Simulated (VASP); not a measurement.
Runs of VASP 6.6.1 on Ni. The structure is that of space group Fm-3m (No. 225), or close to it. The cells are those of the table. 

```tsv
task	cell	gap on the mesh (eV)	pressure (GPa)	moment (μB)
single point	a = 2.488 Å, angles 60.0°, 1 atom	none	0.0	0.64
single point	a = 2.487 Å, angles 60.0°, 1 atom	none	0.3	0.64
single point	a = 2.505 Å, angles 60.0°, 1 atom	none	-3.7	0.65
electric field gradients	a = 2.492 Å, angles 60.0°, 1 atom	none	(a)	0.65
electric field gradients	a = 2.488 Å, angles 60.0°, 1 atom	none	0.0	0.65
```

Alike in all rows: level PBE; potentials or basis VASP PAW PBE potentials, release 64 (Ni); spin collinear, ferromagnetic start; k mesh 22 × 22 × 22; cutoff (eV) 520; smearing gaussian 0.05 eV.

**Question.** Estimate the missing entries.

**Answer.** (a) -0.9.

Caveats: the cell stands under tension (at least some runs).

A gap of «none» marks levels without a gap at the run's occupations.
